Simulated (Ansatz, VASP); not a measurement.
Ca in VASP and in Ansatz

INCAR

```
SYSTEM = Ca
PREC = Accurate
ENCUT = 520
EDIFF = 1E-6
ISMEAR = 0
SIGMA = 0.15
LREAL = .FALSE.
LASPH = .TRUE.
NELM = 60
ALGO = Normal
ISIF = 2
LWAVE = .FALSE.
LCHARG = .FALSE.
GGA = PS
NBANDS = 11
```

KPOINTS

```
regular mesh
0
G
  14 14 14
  0 0 0
```

The input POSCAR:

```
Ca
1.0
    0.0000000000      2.9059680000      2.9059680000
    2.9059680000      0.0000000000      2.9059680000
    2.9059680000      2.9059680000      0.0000000000
Ca
1
Direct
    0.0000000000      0.0000000000      0.0000000000
```

Input for Ansatz:

```yaml
crystal:
  lattice:
    - [0.0, 2.905968, 2.905968]
    - [2.905968, 0.0, 2.905968]
    - [2.905968, 2.905968, 0.0]
  atoms:
    - { symbol: Ca, position: [0.0, 0.0, 0.0] }
basis:
  ecutwfc: 420
kpoints:
  mp_grid: { grid: [14, 14, 14] }
hamiltonian:
  xc: pbesol
scf:
  occupations: { method: gaussian, width: 0.15 }
output:
  forces: true
  stress: true
  eigenvalues: true
  write_density: true
  write_potential: true
  elf: true
  volumetric_format: npy
```

Change from the starting cell: strain +0.040 along x and y, +0.040 along z, atoms carried along.

Alike in both runs: task single point; functional PBEsol; k mesh 14 × 14 × 14; occupations gaussian, width 0.15 eV; no spin polarisation.

|  | VASP | Ansatz |
| --- | --- | --- |
| version | VASP 6.6.1 | Ansatz 0.2.0 |
| potentials or method | VASP PAW PBE potentials, release 64 (Ca_sv), cutoff 520 eV | scalar-relativistic, plane waves, PAW |
| valence electrons in the cell | 10 | 10 |

```csv
,VASP,Ansatz,Ansatz less VASP
gap on the k mesh at the Fermi level (eV),none,none,-
pressure (GPa),-2.5,-2.5,+0.01
```

VASP's potentials were made for PBE, not for PBEsol. A gap of «none» marks a metal or a gap that the smearing closes. With one functional, cell and mesh, what is left measures potentials, basis and numerics.
